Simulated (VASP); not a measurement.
# TaN (Fm-3m) in VASP: notebook

Runs on TaN. Level: PBE. Tasks: single point, relaxation of cell and atoms.

Everything below comes from runs of VASP 6.6.1. Logs are shortened: lines on timing, memory, paths and dates and some standing lists are left out, and cuts for length are marked.

**1. The cell of the first run**

It takes space group Fm-3m (No. 225, cubic). Conventional cell: a = 4.419 Å, b = 4.419 Å, c = 4.419 Å, α = 90.00°, β = 90.00°, γ = 90.00°. Ta (site symmetry m-3m) has 6 N at 2.21 Å within 2.9 Å. N (site symmetry m-3m) has 6 Ta at 2.21 Å within 2.9 Å.

**2. Single point, PBE**

The input, INCAR:

```
ALGO = Normal
EDIFF = 1E-6
ENCUT = 600
GGA = PE
GGA_COMPAT = F
ISIF = 2
ISMEAR = -1
LASPH = T
LCHARG = F
LREAL = F
LWAVE = F
NBANDS = 15
NELM = 120
PREC = Accurate
SIGMA = 0.1
```

The input, KPOINTS:

```
k-points
0
Gamma
  8 8 8
```

The input, POSCAR:

```
TaN
1.0
    0.0000000000      2.2093442832      2.2093442832
    2.2093442832      0.0000000000      2.2093442832
    2.2093442832      2.2093442832      0.0000000000
Ta N
1 1
Direct
    0.0000000000      0.0000000000      0.0000000000
    0.5000000000      0.5000000000      0.5000000000
```

Potentials or basis: VASP PAW PBE potentials, release 64 (Ta_pv, N).

Run with:

```
cat potpaw_PBE.64/Ta_pv/POTCAR potpaw_PBE.64/N/POTCAR > POTCAR
mpirun -np 1 vasp_std > vasp.out
```

OUTCAR:

```text
EDIFF = 1E-6
   ENCUT = 600
   GGA = PE
   ISIF = 2
   ISMEAR = -1
   LASPH = T
   LREAL = F
   NELM = 120
   PREC = Accurate

 ion  position               nearest neighbor table
   1  0.000  0.000  0.000-   2 2.21   2 2.21   2 2.21   2 2.21   2 2.21   2 2.21
   2  0.500  0.500  0.500-   1 2.21   1 2.21   1 2.21   1 2.21   1 2.21   1 2.21

  LATTYP: Found a face centered cubic cell.
 ALAT       =     4.4186885664

  Lattice vectors:

 A1 = (   0.0000000000,   2.2093442832,   2.2093442832)
 A2 = (   2.2093442832,   0.0000000000,   2.2093442832)
 A3 = (   2.2093442832,   2.2093442832,   0.0000000000)

Analysis of symmetry for initial positions (statically):
=====================================================================
 Subroutine PRICEL returns:
 Original cell was already a primitive cell.

 Routine SETGRP: Setting up the symmetry group for a
 face centered cubic supercell.

 Subroutine GETGRP returns: Found 48 space group operations
 (whereof 48 operations were pure point group operations)
 out of a pool of 48 trial point group operations.

The static configuration has the point symmetry O_h .

Analysis of symmetry for dynamics (positions and initial velocities):
=====================================================================
 Subroutine PRICEL returns:
 Original cell was already a primitive cell.

 Routine SETGRP: Setting up the symmetry group for a
 face centered cubic supercell.

 Subroutine GETGRP returns: Found 48 space group operations
 (whereof 48 operations were pure point group operations)
 out of a pool of 48 trial point group operations.

The dynamic configuration has the point symmetry O_h .

 Subroutine INISYM returns: Found 48 space group operations
 (whereof 48 operations are pure point group operations),
 and found     1 'primitive' translations

----------------------------------------------------------------------------------------

                                     Primitive cell

  volume of cell :      21.5685

  direct lattice vectors                    reciprocal lattice vectors
     0.000000000  2.209344283  2.209344283    -0.226311492  0.226311492  0.226311492
     2.209344283  0.000000000  2.209344283     0.226311492 -0.226311492  0.226311492
     2.209344283  2.209344283  0.000000000     0.226311492  0.226311492 -0.226311492

  length of vectors
[... 90 lines left out ...]
   POTIM  = 0.5000    time-step for ionic-motion
   TEBEG  =    0.0;   TEEND  =   0.0 temperature during run
   PSTRESS=    0.0 pullay stress
   NELECT =      16.0000    total number of electrons
   NUPDOWN=      -1.0000    fix difference up-down
   EMIN   =  10.00;   EMAX   =-10.00  energy-range for DOS
   EFERMI =   0.00;   METHOD = LEGACY
   ISMEAR =    -1;   SIGMA  =   0.10  broadening in eV -4-tet -1-fermi 0-gaus
   EFERMI_NEDOS =   21; number of points for ismear=-14 and -15
   IALGO  =     38    algorithm
   IMIX   =      4    mixing-type and parameters
     AMIX     =   0.40;   BMIX     =  1.00
     AMIX_MAG =   1.60;   BMIX_MAG =  1.00
  volume/ion in A,a.u.               =      10.78        72.78
  Fermi-wavevector in a.u.,A,eV,Ry     =   1.481977  2.800530 29.881870  2.196255
  Thomas-Fermi vector in A             =   2.595820
   LORBIT       =      0    0 simple, 1 ext, 2 COOP (PROOUT), +10 PAW based schemes
   GGA     = PE    functional components
   LHFCALC =     F    Hartree Fock is set to
   AEXX    =    0.0000 exact exchange contribution
   IVDW    =     0    specifies the selected vdW correction
   LEPSILON=     F    determine dielectric tensor
   LRPA    =     F    only Hartree local field effects (RPA)
 non-spin polarized calculation
  energy-cutoff  :      600.00
  volume of cell :       21.57
 maximum number of plane-waves:       730
 NGX is ok and might be reduce to    28
   NGX = 13   NGY = 13   NGZ = 13

 number of electron      15.9999999 magnetization

 Free energy of the ion-electron system (eV)
  ---------------------------------------------------
  ext. energy  EPLUGINS =         0.00000000
  ---------------------------------------------------
  free energy    TOTEN  =       -21.82005160 eV

  energy without entropy =      -21.78495868  energy(sigma->0) =      -21.80250514

 E-fermi :   9.4351     XC(G=0): -13.3572

 val. band max:        9.3726246212   @ k =  -0.2500   0.3750   0.1250
 cond. band min:       9.4530668701   @ k =   0.0000   0.0000   0.0000
 fundamental gap:      0.0804422489
 Fermi energy:         9.4351315013

 k-point     1 :       0.0000    0.0000    0.0000
  band No.  band energies     occupation
      1     -26.4056      2.00000
      2     -26.4056      2.00000
      3     -26.4056      2.00000
      4      -9.3623      2.00000
      5       5.5982      2.00000
      6       5.5982      2.00000
      7       5.5982      2.00000
      8       7.3233      2.00000
      9       7.3233      2.00000
     10       7.3233      2.00000
     11       9.4531      0.91056
     12       9.4531      0.91056
     13      10.7829      0.00000
     14      18.7850      0.00000
[... 401 lines left out ...]
      2     -26.6892      2.00000
      3     -26.5539      2.00000
      4      -6.9804      2.00000
      5       0.3206      2.00000
      6       2.3599      2.00000
      7       2.4468      2.00000
      8       9.5941      0.33898
      9      10.0363      0.00489
     10      11.9473      0.00000
     11      14.4130      0.00000
     12      15.6064      0.00000
     13      17.6785      0.00000
     14      19.4419      0.00000
     15      21.7487      0.00000

 [... further k-points ...]

------------------------ aborting loop because EDIFF is reached ----------------------------------------

  FORCE on cell =-STRESS in cart. coord.  units (eV):
  Direction    XX          YY          ZZ          XY          YZ          ZX
  --------------------------------------------------------------------------------------
  -------------------------------------------------------------------------------------
  Total        0.0944016      0.0944016      0.0944016      0.0000000      0.0000000      0.0000000
  in kB        7.0124467      7.0124467      7.0124467      0.0000000      0.0000000      0.0000000
  external PRESSURE =       7.0124467 kB  Pullay stress =       0.0000000 kB

 VOLUME and BASIS-vectors are now :
 -----------------------------------------------------------------------------
  energy-cutoff  :      600.00
  volume of cell :       21.57
      direct lattice vectors                 reciprocal lattice vectors
     0.000000000  2.209344283  2.209344283    -0.226311492  0.226311492  0.226311492
     2.209344283  0.000000000  2.209344283     0.226311492 -0.226311492  0.226311492
     2.209344283  2.209344283  0.000000000     0.226311492  0.226311492 -0.226311492

 POSITION                                       TOTAL-FORCE (eV/Angst)
 -----------------------------------------------------------------------------------
      0.00000      0.00000      0.00000         0.000000     -0.000000      0.000000
      2.20934      2.20934      2.20934        -0.000000      0.000000     -0.000000
 -----------------------------------------------------------------------------------
    total drift:                                0.000000      0.000000      0.000000

  FREE ENERGIE OF THE ION-ELECTRON SYSTEM (eV)
  ---------------------------------------------------
  free  energy   TOTEN  =       -21.8200516015 eV

  energy  without entropy=      -21.7849586786  energy(sigma->0) =      -21.80250514
```

OSZICAR:

```text
N       E                     dE             d eps       ncg     rms          rms(c)
DAV:   1     0.106222540835E+03    0.10622E+03   -0.92531E+03   870   0.123E+03
DAV:   2    -0.213189601590E+02   -0.12754E+03   -0.12064E+03  1108   0.332E+02
DAV:   3    -0.248267661222E+02   -0.35078E+01   -0.34768E+01   961   0.542E+01
DAV:   4    -0.248418568121E+02   -0.15091E-01   -0.15088E-01  1157   0.376E+00
DAV:   5    -0.248419383831E+02   -0.81571E-04   -0.81572E-04   940   0.261E-01    0.234E+01
DAV:   6    -0.219260305675E+02    0.29159E+01   -0.56943E+00  1047   0.272E+01    0.953E+00
DAV:   7    -0.218544130744E+02    0.71617E-01   -0.53034E-01   961   0.630E+00    0.681E+00
DAV:   8    -0.218279168835E+02    0.26496E-01   -0.15748E-01   989   0.349E+00    0.182E+00
DAV:   9    -0.218200657759E+02    0.78511E-02   -0.20763E-02  1010   0.123E+00    0.320E-01
DAV:  10    -0.218200749700E+02   -0.91941E-05   -0.14567E-03  1024   0.361E-01    0.741E-02
DAV:  11    -0.218200514767E+02    0.23493E-04   -0.41236E-05   996   0.766E-02    0.206E-02
DAV:  12    -0.218200516015E+02   -0.12478E-06   -0.45651E-06   975   0.220E-02
   1 F= -.21820052E+02 E0= -.21802505E+02  d E =-.350929E-01
```

Run time: 9.9 s. Hardware: 1 thread of Intel Xeon Platinum 8488C (Sapphire Rapids), shared host; peak memory 0.16 GiB.

What came out:

```yaml
Free_energy: -21.8201 eV
Pressure: 0.7 GPa
Band_gap_on_the_k_mesh: zero (bands 8 and 9 overlap by 3.93 eV)
```

Caveat: spin-orbit coupling is left out, which moves the levels of the heavy elements.

**3. Relaxation of cell and atoms, PBE**

This run uses another cell than the first one, of 10.36 Å³/atom.

The input, INCAR:

```
PREC = Accurate ; ENCUT = 600
EDIFF = 1E-7 ; ISMEAR = -1
SIGMA = 0.1 ; LREAL = F
LASPH = T ; NELM = 120
ALGO = Normal ; ISIF = 3
LWAVE = F ; LCHARG = F
GGA = PE ; IBRION = 2
NSW = 80 ; EDIFFG = -0.03
GGA_COMPAT = F ; NELMIN = 4
```

The input, KPOINTS:

```
regular mesh
0
Gamma
  8 8 8
```

The input, POSCAR:

```
TaN
1.0
    0.0000000000      2.1800000000      2.1800000000
    2.1800000000      0.0000000000      2.1800000000
    2.1800000000      2.1800000000      0.0000000000
Ta N
1 1
Direct
    0.0000000000      0.0000000000      0.0000000000
    0.5000000000      0.5000000000      0.5000000000
```

Potentials or basis: VASP PAW PBE potentials, release 64 (Ta_pv, N).

Run with:

```
cat potpaw_PBE.64/Ta_pv/POTCAR potpaw_PBE.64/N/POTCAR > POTCAR
mpirun -np 1 vasp_std > vasp.out
```

Run time: 32 s. Hardware: 1 thread of Intel Xeon Platinum 8488C (Sapphire Rapids), shared host; peak memory 0.17 GiB.

It converged, with:

```yaml
Free_energy: -21.8189 eV
Relaxed_volume: 10.81 Å³/atom
Relaxed_cell: a = 3.127 Å, b = 3.127 Å, c = 3.127 Å, α = 60.00°, β = 60.00°, γ = 60.00°
Space_group_after_relaxing_to_0.1_Å: Fm-3m (No. 225)
Energy_gained_by_relaxing: 20.5 meV/atom
Ionic_steps: 4
Pressure_after_relaxing: 0.0 GPa
Band_gap_on_the_k_mesh: zero (bands 8 and 9 overlap by 3.91 eV)
```

Step by step:
| step | energy change (eV) | largest force (eV/Å) | pressure (GPa) | volume (Å³) |
| --- | --- | --- | --- | --- |
| 1 | 0.0000 | 0.0000 | 15.28 | 20.72 |
| 2 | 0.1531 | 0.0000 | -25.71 | 23.83 |
| 3 | -0.0409 | 0.0000 | -0.48 | 21.65 |
| 4 | -0.0410 | 0.0000 | -0.03 | 21.62 |

Final structure:
```
CELL_PARAMETERS angstrom
0.00000 2.21101 2.21101
2.21101 0.00000 2.21101
2.21101 2.21101 0.00000
ATOMIC_POSITIONS crystal
Ta 0.00000 0.00000 0.00000
N 0.50000 0.50000 0.50000
```

Levels at points of the mesh, in eV from the Fermi level:
```csv
k point,band 5,band 6,band 7,band 8,band 9,band 10,band 11,band 12
"(0.00, 0.00, 0.00)",-3.83,-3.83,-3.83,-2.11,-2.11,-2.11,0.02,0.02
"(0.50, 0.00, 0.00)",-10.29,-7.51,-7.51,1.81,1.81,1.90,3.72,7.31
"(0.50, 0.50, 0.00)",-6.66,-5.40,-4.65,-4.65,2.02,3.41,3.41,4.32
```

Caveat: spin-orbit coupling is left out, which moves the levels of the heavy elements.
